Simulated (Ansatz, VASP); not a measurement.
## AlTlP: VASP beside Ansatz

Contents of INCAR:

```
  ALGO = Normal
  EDIFF = 1E-6
  EDIFFG = -0.04
  ENCUT = 600
  GGA = PE
  IBRION = 2
  ISIF = 3
  ISMEAR = 0
  LASPH = T
  LCHARG = F
  LREAL = F
  LWAVE = F
  NELM = 80
  NSW = 90
  PREC = Accurate
  SIGMA = 0.1
```

File KPOINTS:

```
k-points
0
Gamma
  6 6 4
```

The input POSCAR:

```
AlTlP
1.0
    4.4103083352      0.0000000000      0.0000000000
   -2.2051541676      3.8194390568      0.0000000000
    0.0000000000      0.0000000000      7.3601571571
Al Tl P
2 2 2
Direct
    0.0000000000      0.0000000000      0.0000000000
    0.0000000000      0.0000000000      0.5000000000
    0.3333333333      0.6666666667      0.7500000000
    0.6666666667      0.3333333333      0.2500000000
    0.3333333333      0.6666666667      0.2500000000
    0.6666666667      0.3333333333      0.7500000000
```

Input for Ansatz:

```yaml
crystal:
  lattice:
    - [4.4103083352, 0.0, 0.0]
    - [-2.2051541676, 3.8194390568, 0.0]
    - [0.0, 0.0, 7.3601571571]
  atoms:
    - { symbol: Al, position: [0.0, 0.0, 0.0] }
    - { symbol: Al, position: [0.0, 0.0, 0.5] }
    - { symbol: Tl, position: [0.3333333333, 0.6666666667, 0.75] }
    - { symbol: Tl, position: [0.6666666667, 0.3333333333, 0.25] }
    - { symbol: P, position: [0.3333333333, 0.6666666667, 0.25] }
    - { symbol: P, position: [0.6666666667, 0.3333333333, 0.75] }
basis:
  ecutwfc: 420
kpoints:
  mp_grid: { grid: [6, 6, 4] }
hamiltonian:
  xc: pbe
scf:
  occupations: { method: gaussian, width: 0.1 }
  lower_state_search: "off"
output:
  forces: true
  stress: true
  eigenvalues: true
relax:
  adjacent_minimum: "off"
  f_tol: 0.04
  max_steps: 70
  cell: { stress_tol: 0.4 }
```

Alike in both runs: task relaxation of cell and atoms; functional PBE; k mesh 6 × 6 × 4; occupations gaussian, width 0.1 eV; no spin polarisation.

```csv
,VASP,Ansatz
version,VASP 6.6.1,Ansatz 0.2.0
potentials or method,"VASP PAW PBE potentials, release 64 (Al, Tl_d, P), cutoff 600 eV","scalar-relativistic, plane waves, PAW"
valence electrons in the cell,42,42
```

```tsv
	VASP	Ansatz	Ansatz less VASP
gap on the k mesh at the Fermi level, each at its own relaxed structure (eV)	none	none	-
relaxed volume (Å³/atom)	21.73	21.83	+0.108
relaxed length of the cell vector where the two differ most in proportion (Å)	6.111	5.562	-0.5487
```

A gap of «none» marks a metal or a gap that the smearing closes. One of these differences is far larger than is usual between the two programs; its cause wasn't traced.

Spin-orbit coupling is off throughout. Noted on VASP's run: too few bands were computed for a metal, which touches its energy and stress.
